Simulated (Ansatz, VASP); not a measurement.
Zr5C2: VASP beside Ansatz

```xyz
7
Lattice="5.6117 0.0000 0.0000 -2.8058 4.8599 0.0000 0.0000 0.0000 5.1383" Properties=species:S:1:pos:R:3 pbc="T T T"
Zr    2.8058    0.0000    0.0000
Zr   -1.4029    2.4299    0.0000
Zr    1.4029    2.4299    0.0000
Zr    0.0000    3.2399    2.5692
Zr    2.8058    1.6200    2.5692
C     0.0000    0.0000    3.2443
C     0.0000    0.0000    1.8941
```

Alike in both runs: task single point; functional PBE; k mesh 6 × 6 × 4; occupations gaussian, width 0.1 eV; collinear spin.

|  | VASP | Ansatz |
| --- | --- | --- |
| version | VASP 6.6.1 | Ansatz 0.2.0 |
| potentials or method | VASP PAW PBE potentials, release 64 (Zr_sv, C), cutoff 520 eV | scalar-relativistic, plane waves, PAW |
| valence electrons in the cell | 68 | 68 |

```tsv
	VASP	Ansatz	Ansatz less VASP
gap on the k mesh at the Fermi level (eV)	none	none	-
pressure (GPa)	0.2	0.1	-0.09
traceless stress, the component that is largest in VASP (GPa)	-0.15	-0.21	-0.062
rms of the force components (eV/Å)	0.015	0.010	-0.0050
net moment per atom (μB)	0.00	0.00	0.000
```

Atom by atom the forces differ by 0.025 eV/Å (rms over components). A gap of «none» marks a metal or a gap that the smearing closes. The functional is the same, so the differences come from potentials, cutoffs and numerics. Ansatz's warnings: seeded moment not kept.
